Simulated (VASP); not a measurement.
Wanted: the native input for a VASP 6.6.1 run.

- Task: single point
- Functional: PBE
- Potentials or basis: VASP PAW PBE potentials, release 64 (Zr_sv, B)
- Cutoff: 520 eV
- k mesh: 6 × 6 × 2
- Occupations: gaussian, width 0.1 eV
- Spin: no spin polarisation
- Dipole correction: no
- Further INCAR settings: ALGO = Fast; EDIFF = 1e-06; NBANDS = 34

The structure of Zr4B lies in POSCAR:

```
Zr4B
1.0
    2.8939425100      0.0000000000      0.0000000000
   -1.4469712600      2.5062277300      0.0000000000
    0.0000000000      0.0000000000      9.3054182700
Zr B
4 1
Direct
    0.3333333300      0.6666666700      0.8658552800
    0.3333333300      0.6666666700      0.3767953500
    0.6666666700      0.3333333300      0.1341447200
    0.6666666700      0.3333333300      0.6232046500
    0.0000000000      0.0000000000      0.0000000000
```

These files were run (other wordings do the same):

INCAR

```
SYSTEM = Zr4B
PREC = Accurate
ENCUT = 520
EDIFF = 1E-6
ISMEAR = 0
SIGMA = 0.1
LREAL = .False.
LASPH = .True.
NELM = 100
ALGO = Fast
ISIF = 2
LWAVE = .False.
LCHARG = .True.
GGA = PE
LELF = .True.
LVHAR = .True.
NBANDS = 34
```

KPOINTS

```
regular mesh
0
Gamma
  6 6 2
  0 0 0
```

Potentials or basis: VASP PAW PBE potentials, release 64 (Zr_sv, B).

Launch:

```console
$ cat potpaw_PBE.64/Zr_sv/POTCAR potpaw_PBE.64/B/POTCAR > POTCAR
$ mpirun -np 1 vasp_std > vasp.out
```

Results of the run:

The pressure is 85.0 GPa and the largest force is 3.138 eV/Å.

Caveat: the k points lie up to 0.42 Å⁻¹ apart; forces of over 1 eV/Å act on the atoms, so gaps and moduli don't describe the material at rest.

Wall time 31 s on 1 thread of Intel(R) Xeon(R) 6975P-C (Granite Rapids), with other jobs on the host, peak memory 0.19 GiB.
